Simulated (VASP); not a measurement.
Set up this calculation in VASP 6.6.1, as the native input.

```yaml
Task: relaxation of cell and atoms
Functional: r2SCAN
Dispersion: rVV10
Potentials_or_basis: VASP PAW PBE potentials, release 64 (Si, O)
Cutoff: 660 eV
k_mesh: 6 × 6 × 5
Occupations: fermi-dirac, width 0.05 eV
Spin: no spin polarisation
Dipole_correction: no
Further_INCAR_settings: ALGO = Normal; EDIFF = 1e-07; IBRION = 2; EDIFFG = -0.01; NSW = 60; ISIF = 3
```

SiO2:

```xyz
9
Lattice="5.0605 0.0000 0.0000 -2.5303 4.3825 0.0000 0.0000 0.0000 5.5414" Properties=species:S:1:pos:R:3 pbc="T T T"
Si    2.5303    0.0000    0.0000
Si    1.2651    2.1913    3.6942
Si   -1.2651    2.1913    1.8471
O    -0.9468    3.4683    0.9236
O     0.0000    1.8284    2.7707
O     1.5835    0.9142    4.6178
O     3.4770    0.9142    0.9236
O     2.5303    2.5541    2.7707
O     0.9468    3.4683    4.6178
```

These files were run (other wordings do the same):

POSCAR

```
SiO2
1.0
    5.0605222284      0.0000000000      0.0000000000
   -2.5302611142      4.3825408062      0.0000000000
    0.0000000000      0.0000000000      5.5413533100
Si O
3 6
Direct
    0.5000000000      0.0000000000      0.0000000000
    0.5000000000      0.5000000000      0.6666666667
    0.0000000000      0.5000000000      0.3333333333
    0.2086053700      0.7913946300      0.1666666667
    0.2086053700      0.4172107400      0.5000000000
    0.4172107400      0.2086053700      0.8333333333
    0.7913946300      0.2086053700      0.1666666667
    0.7913946300      0.5827892600      0.5000000000
    0.5827892600      0.7913946300      0.8333333333
```

INCAR.step1

```
  ALGO = Normal
  EDIFF = 1E-5
  EDIFFG = -0.005
  ENCUT = 660
  GGA = PE
  GGA_COMPAT = F
  IBRION = 2
  ISIF = 3
  ISMEAR = -1
  LASPH = T
  LCHARG = F
  LREAL = F
  LWAVE = T
  NELM = 120
  NELMIN = 4
  NSW = 100
  PREC = Accurate
  SIGMA = 0.05
```

INCAR.step2

```
  ALGO = Normal
  BPARAM = 11.95
  CPARAM = 0.0093
  EDIFF = 1E-7
  EDIFFG = -0.01
  ENCUT = 660
  GGA_COMPAT = F
  IBRION = 2
  ISIF = 3
  ISMEAR = -1
  ISTART = 1
  IVDW_NL = 2
  LASPH = T
  LCHARG = F
  LMIXTAU = T
  LREAL = F
  LUSE_VDW = T
  LWAVE = F
  METAGGA = R2SCAN
  NELM = 120
  NELMIN = 4
  NSW = 60
  PREC = Accurate
  SIGMA = 0.05
```

KPOINTS

```
k-points
0
Gamma
  6 6 5
```

Potentials or basis: VASP PAW PBE potentials, release 64 (Si, O).

Command:

```console
$ cat potpaw_PBE.64/Si/POTCAR potpaw_PBE.64/O/POTCAR > POTCAR
$ cp INCAR.step1 INCAR
$ mpirun -np 1 vasp_std > vasp.out
$ cp INCAR.step2 INCAR
$ mpirun -np 1 vasp_std > vasp.out
```

Results of the run:

```yaml
Relaxed_volume: 13.58 Å³/atom
Relaxed_cell: a = 5.051 Å, b = 5.051 Å, c = 5.532 Å, α = 90.00°, β = 90.00°, γ = 120.00°
Space_group_after_relaxing_to_0.1_Å: P6_422 (No. 181)
Energy_gained_by_relaxing: 0.2 meV/atom
Ionic_steps: 5
Pressure_after_relaxing: 0.0 GPa
Band_gap_on_the_k_mesh: 6.19 eV (least direct gap 6.39 eV)
```

Caveat: the PAW data sets were made with another functional, which shifts forces and pressure a little.

Run time: 53 min on 1 thread of Oxide Virtual Turin-like Processor, with other jobs on the host, peak memory 0.61 GiB.
